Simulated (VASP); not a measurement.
Write the native input for VASP 6.6.1 that does the following.

```
Task                   : single point
Functional             : r2SCAN
Potentials or basis    : VASP PAW PBE potentials, release 64 (Ag_sv_GW, Rh_sv_GW)
Cutoff                 : 690 eV
k mesh                 : 11 × 11 × 6
Occupations            : fermi-dirac, width 0.05 eV
Spin                   : no spin polarisation
Dipole correction      : no
Further INCAR settings : ALGO = Normal; EDIFF = 1e-06; NBANDS = 25
```

The system is AgRh.

```
Ag Rh
1.0
     2.74005    0.00000    0.00000
    -1.37002    2.37295    0.00000
     0.00000    0.00000    4.74361
Ag Rh
1 1
Direct
  0.00000 0.00000 0.50000
  0.66667 0.33333 0.00000
```

These files were run (other wordings do the same):

POSCAR

```
AgRh
1.0
    2.7400486223      0.0000000000      0.0000000000
   -1.3700243112      2.3729517146      0.0000000000
    0.0000000000      0.0000000000      4.7436129252
Ag Rh
1 1
Direct
    0.0000000000      0.0000000000      0.5000000000
    0.6666666667      0.3333333333      0.0000000000
```

INCAR.step1

```
SYSTEM = AgRh
PREC     = Accurate       ! precision mode
ENCUT    = 690            ! plane-wave cutoff, eV
ISMEAR   = -1             ! smearing method
SIGMA    = 0.05           ! smearing width, eV
LREAL    = .FALSE.        ! projectors in reciprocal space
LASPH    = .TRUE.         ! aspherical terms in the spheres
NELM     = 120            ! most SCF steps
NBANDS   = 25             ! bands
GGA      = PE             ! functional
ALGO     = Normal         ! electronic algorithm
EDIFF    = 1E-5           ! SCF threshold, eV
LWAVE    = .TRUE.         ! write WAVECAR
LCHARG   = .FALSE.        ! write CHGCAR
GGA_COMPAT= .FALSE.
```

INCAR.step2

```
SYSTEM = AgRh
PREC     = Accurate       ! precision mode
ENCUT    = 690            ! plane-wave cutoff, eV
EDIFF    = 1E-6           ! SCF threshold, eV
ISMEAR   = -1             ! smearing method
SIGMA    = 0.05           ! smearing width, eV
LREAL    = .FALSE.        ! projectors in reciprocal space
LASPH    = .TRUE.         ! aspherical terms in the spheres
NELM     = 120            ! most SCF steps
ALGO     = Normal         ! electronic algorithm
ISIF     = 2              ! what is computed and relaxed
LWAVE    = .FALSE.        ! write WAVECAR
LCHARG   = .FALSE.        ! write CHGCAR
METAGGA  = R2SCAN         ! meta-GGA
LMIXTAU  = .TRUE.       
NBANDS   = 25             ! bands
ISTART   = 1            
GGA_COMPAT= .FALSE.
```

KPOINTS

```
regular mesh
0
G
  11 11 6
  0 0 0
```

Potentials or basis: VASP PAW PBE potentials, release 64 (Ag_sv_GW, Rh_sv_GW).

The run is started by

```bash
$ cat potpaw_PBE.64/Ag_sv_GW/POTCAR potpaw_PBE.64/Rh_sv_GW/POTCAR > POTCAR
$ cp INCAR.step1 INCAR
$ mpirun -np 1 vasp_std > vasp.out
$ cp INCAR.step2 INCAR
$ mpirun -np 1 vasp_std > vasp.out
```

It gave:

```
Pressure               : -0.1 GPa
Band gap on the k mesh : zero (bands 18 and 19 overlap by 1.50 eV)
```

Caveat: the PAW data sets were made with another functional, which shifts forces and pressure a little.

Wall time 98 s on 1 thread of Intel(R) Xeon(R) 6975P-C (Granite Rapids) (shared host), peak memory 0.26 GiB.
